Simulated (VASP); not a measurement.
Write the native input for VASP 6.6.1 that does the following.

- Task: single point
- Functional: r2SCAN
- Dispersion: rVV10
- Potentials or basis: VASP PAW PBE potentials, release 64 (Ti_sv, Si)
- Cutoff: 520 eV
- k mesh: 6 × 6 × 6
- Occupations: gaussian, width 0.1 eV
- Spin: no spin polarisation
- Dipole correction: no
- Further INCAR settings: ALGO = Normal; EDIFF = 1e-06; NBANDS = 29

Crystal: TiSi2.

```
Ti Si
1.0
     0.00000    4.11752    4.26290
     2.38951    0.00000    4.26290
     2.38951    4.11752    0.00000
Ti Si
2 4
Direct
  0.50000 0.50000 0.50000
  0.75000 0.75000 0.75000
  0.83743 0.16257 0.83743
  0.16257 0.83743 0.16257
  0.08743 0.41257 0.08743
  0.41257 0.08743 0.41257
```

These files were run (other wordings do the same):

POSCAR

```
TiSi2
1.0
    0.0000000000      4.1175163100      4.2628978400
    2.3895119500      0.0000000000      4.2628978400
    2.3895119500      4.1175163100      0.0000000000
Ti Si
2 4
Direct
    0.5000000000      0.5000000000      0.5000000000
    0.7500000000      0.7500000000      0.7500000000
    0.8374343900      0.1625656100      0.8374343900
    0.1625656100      0.8374343900      0.1625656100
    0.0874343900      0.4125656100      0.0874343900
    0.4125656100      0.0874343900      0.4125656100
```

INCAR.step1

```
SYSTEM = TiSi2
ALGO = Normal
EDIFF = 1E-4
ENCUT = 520
GGA = PE
ISMEAR = 0
LASPH = .TRUE.
LCHARG = .FALSE.
LREAL = .FALSE.
LWAVE = .TRUE.
NBANDS = 29
NELM = 60
PREC = Accurate
SIGMA = 0.1
```

INCAR.step2

```
SYSTEM = TiSi2
ALGO = Normal
BPARAM = 11.95
CPARAM = 0.0093
EDIFF = 1E-6
ENCUT = 520
ISIF = 2
ISMEAR = 0
ISTART = 1
IVDW_NL = 2
LASPH = .TRUE.
LCHARG = .TRUE.
LELF = .TRUE.
LMIXTAU = .TRUE.
LREAL = .FALSE.
LUSE_VDW = .TRUE.
LVHAR = .TRUE.
LWAVE = .FALSE.
METAGGA = R2SCAN
NBANDS = 29
NELM = 60
PREC = Accurate
SIGMA = 0.1
```

KPOINTS

```
k-points
0
G
  6 6 6
  0 0 0
```

Potentials or basis: VASP PAW PBE potentials, release 64 (Ti_sv, Si).

The run is started by

```sh
$ cat potpaw_PBE.64/Ti_sv/POTCAR potpaw_PBE.64/Si/POTCAR > POTCAR
$ cp INCAR.step1 INCAR
$ mpirun -np 1 vasp_std > vasp.out
$ cp INCAR.step2 INCAR
$ mpirun -np 1 vasp_std > vasp.out
```

It gave:

```json
{
  "Pressure": "-0.6 GPa",
  "Largest force": "0.038 eV/Å",
  "Band gap on the k mesh": "zero (bands 20 and 21 overlap by 1.89 eV)"
}
```

Caveat: the PAW data sets were made with another functional, which shifts forces and pressure a little.

It took 8.8 min on 1 thread of AMD EPYC 7R13 Processor (Zen 3), on a shared host, peak memory 0.51 GiB.
